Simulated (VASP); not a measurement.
Here is a VASP 6.6.1 calculation.

The input POSCAR:

```
Cu
1.0
    0.0000000000      1.8100000000      1.8100000000
    1.8100000000      0.0000000000      1.8100000000
    1.8100000000      1.8100000000      0.0000000000
Cu
1
Direct
    0.0000000000      0.0000000000      0.0000000000
```

INCAR.step1

```
ALGO     = Normal         # electronic algorithm
EDIFF    = 1E-5           # SCF threshold, eV
EDIFFG   = -0.005         # ionic threshold
ENCUT    = 660            # plane-wave cutoff, eV
GGA      = PE             # functional
GGA_COMPAT= False        
IBRION   = 2              # ionic algorithm
ISIF     = 3              # what is computed and relaxed
ISMEAR   = -1             # smearing method
LASPH    = True           # aspherical terms in the spheres
LCHARG   = False          # write CHGCAR
LREAL    = False          # projectors in reciprocal space
LWAVE    = True           # write WAVECAR
NELM     = 120            # most SCF steps
NELMIN   = 4            
NSW      = 100            # ionic steps
PREC     = Accurate       # precision mode
SIGMA    = 0.1            # smearing width, eV
```

The input INCAR.step2:

```
ALGO     = Normal         # electronic algorithm
EDIFF    = 1E-7           # SCF threshold, eV
EDIFFG   = -0.03          # ionic threshold
ENCUT    = 660            # plane-wave cutoff, eV
GGA_COMPAT= False        
IBRION   = 2              # ionic algorithm
ISIF     = 3              # what is computed and relaxed
ISMEAR   = -1             # smearing method
ISTART   = 1            
LASPH    = True           # aspherical terms in the spheres
LCHARG   = False          # write CHGCAR
LMIXTAU  = True         
LREAL    = False          # projectors in reciprocal space
LWAVE    = False          # write WAVECAR
METAGGA  = R2SCAN         # meta-GGA
NELM     = 120            # most SCF steps
NELMIN   = 4            
NSW      = 80             # ionic steps
PREC     = Accurate       # precision mode
SIGMA    = 0.1            # smearing width, eV
```

The input KPOINTS:

```
k-points
0
Gamma
  12 12 12
```

Potentials or basis: VASP PAW PBE potentials, release 64 (Cu).

Launch:

```console
$ cat potpaw_PBE.64/Cu/POTCAR > POTCAR
$ cp INCAR.step1 INCAR
$ mpirun -np 1 vasp_std > vasp.out
$ cp INCAR.step2 INCAR
$ mpirun -np 1 vasp_std > vasp.out
```

Task: What does it give for the relaxed cell?

Result: a = 2.532 Å, b = 2.532 Å, c = 2.532 Å, α = 60.00°, β = 60.00°, γ = 60.00°.

Task: Predict the space group after relaxing (to 0.1 Å).

Result: Fm-3m (No. 225).

Task: Predict the band gap on the k mesh.

Result: Zero (an odd number of electrons rules out a gap without spin polarisation).

Task: What does it give for the relaxed volume?

Result: 11.49 Å³/atom.

Final structure:
```
Cu
1.0
     0.00000    1.79075    1.79075
     1.79075    0.00000    1.79075
     1.79075    1.79075    0.00000
Cu
1
Direct
  0.00000 0.00000 0.00000
```

Caveat: the PAW data sets were made with another functional, which shifts forces and pressure a little.
